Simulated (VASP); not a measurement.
Ba: single point with LDA

Ba:

```
Ba
1.0
    -2.50650    2.50650    2.50650
     2.50650   -2.50650    2.50650
     2.50650    2.50650   -2.50650
Ba
1
Direct
  0.00000 0.00000 0.00000
```

| Property | Result |
| --- | --- |
| Program | VASP 6.6.1 |
| Task | single point |
| Functional | LDA |
| Potentials or basis | VASP PAW LDA potentials, release 64 (Ba_sv) |
| Cutoff | 520 eV |
| k mesh | 4 × 4 × 4 |
| Occupations | fermi-dirac, width 0.05 eV |
| Spin | no spin polarisation |
| Dipole correction | no |
| Further INCAR settings | ALGO = Fast; EDIFF = 1e-07; NBANDS = 11 |

```
Pressure               : -1.1 GPa
Band gap on the k mesh : zero (band 5 reaches 1.95 eV, above the bottom of band 6 at 0.89 eV)
```

Levels at points of the mesh, in eV from the Fermi level:
```csv
k point,band 1,band 2,band 3,band 4,band 5,band 6,band 7,band 8,band 9,band 10
"(0.00, 0.00, 0.00)",-28.91,-13.87,-13.87,-13.87,-2.84,1.67,1.67,1.67,3.12,3.12
"(0.50, 0.00, 0.00)",-28.86,-14.34,-14.02,-13.87,-0.99,0.55,1.24,3.06,3.65,5.10
"(0.50, 0.50, 0.50)",-28.83,-14.19,-14.19,-14.19,-0.61,-0.61,4.28,4.28,4.28,4.60
```

It took 3.7 s on 1 thread of Intel(R) Xeon(R) Platinum 8488C (Sapphire Rapids), with other jobs on the host, peak memory 0.14 GiB.

Caveat: the k points lie up to 0.44 Å⁻¹ apart; spin-orbit coupling is left out, which moves the levels of the heavy elements.
